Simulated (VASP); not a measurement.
A run of VASP 6.6.1 is set up as follows.

The input INCAR:

```
ALGO = Normal
EDIFF = 1E-6
ENCUT = 520
GGA = PE
ISIF = 2
ISMEAR = -1
LASPH = T
LCHARG = F
LREAL = F
LWAVE = F
NBANDS = 29
NELM = 100
PREC = Accurate
SIGMA = 0.02
```

KPOINTS

```
k-points
0
Gamma
  6 6 6
```

Contents of POSCAR:

```
NaSnF3
1.0
    4.4474081461      0.0000000000      0.0000000000
    0.0000000000      4.4474081461      0.0000000000
    0.0000000000      0.0000000000      4.7304087768
Na Sn F
1 1 3
Direct
    0.0000000000      0.0000000000      0.0000000000
    0.5000000000      0.5000000000      0.5000000000
    0.5000000000      0.5000000000      0.0000000000
    0.5000000000      0.0000000000      0.5000000000
    0.0000000000      0.5000000000      0.5000000000
```

Potentials or basis: VASP PAW PBE potentials, release 64 (Na_pv, Sn_d, F).

The run is started by

```sh
$ cat potpaw_PBE.64/Na_pv/POTCAR potpaw_PBE.64/Sn_d/POTCAR potpaw_PBE.64/F/POTCAR > POTCAR
$ mpirun -np 1 vasp_std > vasp.out
```

**Question.** What does it give for the band gap on the k mesh?

**Answer.** 0.27 eV (least direct gap 1.20 eV).

**Question.** Predict the pressure.

**Answer.** 5.2 GPa.

Stress tensor (GPa, compression positive):
```
7.09 0.00 0.00
0.00 7.09 0.00
0.00 0.00 1.46
```

Caveat: the cell differs from its parent crystal (epitaxial xy strain -4.0%); the stress differs along the axes, from 1 to 7 GPa; semilocal functionals underestimate gaps, and a narrow one can read as zero; spin-orbit coupling is left out, which moves the levels of the heavy elements. A k mesh can miss the band edges.
